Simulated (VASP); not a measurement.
# CdTe (I-4m2) in VASP: notebook

The runs below take CdTe through single point, with PBE.

Program: VASP 6.6.1. These are calculated values, not measurements. Logs are shortened: lines on timing, memory, paths and dates and some standing lists are left out, and cuts for length are marked.

## Step 1: The cell of the first run

It takes space group I-4m2 (No. 119, tetragonal). The conventional cell has a = 4.539 Å, b = 4.539 Å, c = 6.617 Å, α = 90.00°, β = 90.00°, γ = 90.00°. Cd (site symmetry -4m2) has 4 Te at 2.81 Å within 3.7 Å. Within 3.7 Å of Te (site symmetry -4m2) lie 4 Cd at 2.81 Å.

## Step 2: Single point, PBE (strain -0.030 along x and y, +0.000 along z)

File INCAR:

```
SYSTEM = CdTe
PREC = Accurate
ENCUT = 520
EDIFF = 1E-6
ISMEAR = 0
SIGMA = 0.05
LREAL = .FALSE.
LASPH = .TRUE.
NELM = 60
ALGO = Normal
ISIF = 2
LWAVE = .FALSE.
LCHARG = .FALSE.
GGA = PE
NBANDS = 16
```

File KPOINTS:

```
Automatic mesh
0
G
  10 10 10
  0 0 0
```

File POSCAR:

```
CdTe
1.0
    0.0000000000      3.2094260826      3.3086866831
    3.2094260826      0.0000000000      3.3086866831
    3.2094260826      3.2094260826      0.0000000000
Cd Te
1 1
Direct
    0.0000000000      0.0000000000      0.0000000000
    0.7500000000      0.7500000000      0.7500000000
```

Potentials or basis: VASP PAW PBE potentials, release 64 (Cd, Te).

Started as:

```sh
> cat potpaw_PBE.64/Cd/POTCAR potpaw_PBE.64/Te/POTCAR > POTCAR
> mpirun -np 1 vasp_std > vasp.out
```

OUTCAR:

```text
SYSTEM = CdTe
   PREC = Accurate
   ENCUT = 520
   EDIFF = 1E-6
   ISMEAR = 0
   LREAL = .FALSE.
   LASPH = .TRUE.
   NELM = 60
   ISIF = 2
   GGA = PE

 ion  position               nearest neighbor table
   1  0.000  0.000  0.000-   2 2.81   2 2.81   2 2.81   2 2.81
   2  0.750  0.750  0.750-   1 2.81   1 2.81   1 2.81   1 2.81

  LATTYP: Found a body centered tetragonal cell.
 ALAT       =     4.5388138934
 C/A-ratio  =     1.4579521262

  Lattice vectors:

 A1 = (  -3.2094260826,   0.0000000000,   3.3086866831)
 A2 = (   3.2094260826,   0.0000000000,   3.3086866831)
 A3 = (   0.0000000000,   3.2094260826,  -3.3086866831)

Analysis of symmetry for initial positions (statically):
=====================================================================
 Subroutine PRICEL returns:
 Original cell was already a primitive cell.

 Routine SETGRP: Setting up the symmetry group for a
 body centered tetragonal supercell.

 Subroutine GETGRP returns: Found  8 space group operations
 (whereof  8 operations were pure point group operations)
 out of a pool of 16 trial point group operations.

The static configuration has the point symmetry D_2d.

Analysis of symmetry for dynamics (positions and initial velocities):
=====================================================================
 Subroutine PRICEL returns:
 Original cell was already a primitive cell.

 Routine SETGRP: Setting up the symmetry group for a
 body centered tetragonal supercell.

 Subroutine GETGRP returns: Found  8 space group operations
 (whereof  8 operations were pure point group operations)
 out of a pool of 16 trial point group operations.

The dynamic configuration has the point symmetry D_2d.

 Subroutine INISYM returns: Found  8 space group operations
 (whereof  8 operations are pure point group operations),
 and found     1 'primitive' translations

----------------------------------------------------------------------------------------

                                     Primitive cell

  volume of cell :      68.1617

  direct lattice vectors                    reciprocal lattice vectors
     0.000000000  3.209426083  3.308686683    -0.155791094  0.155791094  0.151117361
     3.209426083  0.000000000  3.308686683     0.155791094 -0.155791094  0.151117361
     3.209426083  3.209426083  0.000000000     0.155791094  0.155791094 -0.151117361

  length of vectors
     4.609536131  4.609536131  4.538813893     0.267166964  0.267166964  0.267166964

  position of ions in fractional coordinates (direct lattice)
     0.000000000  0.000000000  0.000000000
     0.750000000  0.750000000  0.750000000

[... 78 lines left out ...]
   EDIFFG = 0.1E-04   stopping-criterion for IOM
   NSW    =      0    number of steps for IOM
   IBRION =     -1    ionic relax: 0-MD 1-quasi-New 2-CG
   NFREE  =      0    steps in history (QN), initial steepest desc. (CG)
   ISIF   =      2    stress and relaxation
   ISYM   =      2    0-nonsym 1-usesym 2-fastsym
   POTIM  = 0.5000    time-step for ionic-motion
   TEBEG  =    0.0;   TEEND  =   0.0 temperature during run
   PSTRESS=    0.0 pullay stress
   NELECT =      18.0000    total number of electrons
   NUPDOWN=      -1.0000    fix difference up-down
   EMIN   =  10.00;   EMAX   =-10.00  energy-range for DOS
   EFERMI =   0.00;   METHOD = LEGACY
   ISMEAR =     0;   SIGMA  =   0.05  broadening in eV -4-tet -1-fermi 0-gaus
   EFERMI_NEDOS =   21; number of points for ismear=-14 and -15
   IALGO  =     38    algorithm
   IMIX   =      4    mixing-type and parameters
     AMIX     =   0.40;   BMIX     =  1.00
     AMIX_MAG =   1.60;   BMIX_MAG =  1.00
  volume/ion in A,a.u.               =      34.08       229.99
  Fermi-wavevector in a.u.,A,eV,Ry     =   1.050313  1.984804 15.009376  1.103158
  Thomas-Fermi vector in A             =   2.185311
   LORBIT       =      0    0 simple, 1 ext, 2 COOP (PROOUT), +10 PAW based schemes
   GGA     = PE    functional components
   LHFCALC =     F    Hartree Fock is set to
   AEXX    =    0.0000 exact exchange contribution
   IVDW    =     0    specifies the selected vdW correction
   LEPSILON=     F    determine dielectric tensor
   LRPA    =     F    only Hartree local field effects (RPA)
 non-spin polarized calculation
 Gauss-broadening in eV      SIGMA  =   0.05
  energy-cutoff  :      520.00
  volume of cell :       68.16
 maximum number of plane-waves:      1856
 NGX is ok and might be reduce to    36
   NGX = 17   NGY = 17   NGZ = 17

 number of electron      17.9999999 magnetization

 Free energy of the ion-electron system (eV)
  ---------------------------------------------------
  ext. energy  EPLUGINS =         0.00000000
  ---------------------------------------------------
  free energy    TOTEN  =        -4.77594244 eV

  energy without entropy =       -4.77594244  energy(sigma->0) =       -4.77594244

 E-fermi :   2.6389     XC(G=0):  -8.5791

 val. band max:        2.3654305775   @ k =   0.0000   0.0000   0.0000
 cond. band min:       3.0945468108   @ k =   0.0000   0.0000   0.0000
 fundamental gap:      0.7291162333
 Fermi energy:         2.6389030220

 k-point     1 :       0.0000    0.0000    0.0000
  band No.  band energies     occupation
      1      -8.8317      2.00000
      2      -5.9522      2.00000
      3      -5.9444      2.00000
      4      -5.9444      2.00000
      5      -5.6904      2.00000
      6      -5.6859      2.00000
[... 433 lines left out ...]
      3      -5.8232      2.00000
      4      -5.7589      2.00000
      5      -5.6667      2.00000
      6      -5.4535      2.00000
[... 8 lines left out ...]
     15      12.9117      0.00000
     16      13.9306      0.00000

 [... further k-points ...]

------------------------ aborting loop because EDIFF is reached ----------------------------------------

  FORCE on cell =-STRESS in cart. coord.  units (eV):
  Direction    XX          YY          ZZ          XY          YZ          ZX
  --------------------------------------------------------------------------------------
  -------------------------------------------------------------------------------------
  Total        1.1808219      1.1808219      0.9797341      0.0000000     -0.0000000      0.0000000
  in kB       27.7558527     27.7558527     23.0291767      0.0000000     -0.0000000      0.0000000
  external PRESSURE =      26.1802940 kB  Pullay stress =       0.0000000 kB

 VOLUME and BASIS-vectors are now :
 -----------------------------------------------------------------------------
  energy-cutoff  :      520.00
  volume of cell :       68.16
      direct lattice vectors                 reciprocal lattice vectors
     0.000000000  3.209426083  3.308686683    -0.155791094  0.155791094  0.151117361
     3.209426083  0.000000000  3.308686683     0.155791094 -0.155791094  0.151117361
     3.209426083  3.209426083  0.000000000     0.155791094  0.155791094 -0.151117361

 POSITION                                       TOTAL-FORCE (eV/Angst)
 -----------------------------------------------------------------------------------
      0.00000      0.00000      0.00000         0.000000      0.000000      0.000000
      4.81414      4.81414      4.96303        -0.000000     -0.000000     -0.000000
 -----------------------------------------------------------------------------------
    total drift:                                0.000000      0.000000      0.000001

  FREE ENERGIE OF THE ION-ELECTRON SYSTEM (eV)
  ---------------------------------------------------
  free  energy   TOTEN  =        -4.7759424409 eV

  energy  without entropy=       -4.7759424409  energy(sigma->0) =       -4.77594244
```

OSZICAR:

```text
N       E                     dE             d eps       ncg     rms          rms(c)
DAV:   1     0.100338758885E+03    0.10034E+03   -0.83264E+03  3312   0.972E+02
DAV:   2    -0.145248261889E+01   -0.10179E+03   -0.96961E+02  3936   0.236E+02
DAV:   3    -0.497157603643E+01   -0.35191E+01   -0.35144E+01  3952   0.458E+01
DAV:   4    -0.500515402494E+01   -0.33578E-01   -0.33577E-01  5024   0.388E+00
DAV:   5    -0.500523780914E+01   -0.83784E-04   -0.83784E-04  4200   0.179E-01    0.560E+00
DAV:   6    -0.479007328210E+01    0.21516E+00   -0.37067E-01  3928   0.732E+00    0.458E+00
DAV:   7    -0.477466271920E+01    0.15411E-01   -0.10812E-01  3976   0.213E+00    0.174E+00
DAV:   8    -0.477553502099E+01   -0.87230E-03   -0.10777E-02  3688   0.118E+00    0.474E-01
DAV:   9    -0.477584966114E+01   -0.31464E-03   -0.95511E-04  4088   0.327E-01    0.110E-01
DAV:  10    -0.477590497098E+01   -0.55310E-04   -0.11125E-04  4264   0.102E-01    0.560E-02
DAV:  11    -0.477594339799E+01   -0.38427E-04   -0.77736E-05  3936   0.579E-02    0.374E-02
DAV:  12    -0.477594244086E+01    0.95714E-06   -0.31469E-06  3920   0.149E-02
   1 F= -.47759424E+01 E0= -.47759424E+01  d E =-.574855E-17
```

stdout:

```text
POSCAR found type information on POSCAR CdTe
 POSCAR found :  2 types and       2 ions
 scaLAPACK will be used
 LDA part: xc-table for (Slater+PW92), standard interpolation
 POSCAR, INCAR and KPOINTS ok, starting setup
 FFT: planning ... GRIDC
 FFT: planning ... GRID_SOFT
 FFT: planning ... GRID
 WAVECAR not read
 entering main loop
```

Run time: 2.6 min. Hardware: 1 thread of Intel Xeon 8259CL, shared host; peak memory 0.29 GiB.

Results:

```yaml
Free_energy: -4.7759 eV
Pressure: 2.6 GPa
Band_gap_on_the_k_mesh: 0.73 eV
```

Caveat: the cell differs from its parent crystal (strain -0.030 along x and y, +0.000 along z); spin-orbit coupling is left out, which moves the levels of the heavy elements.

[end of part 1 of 3]
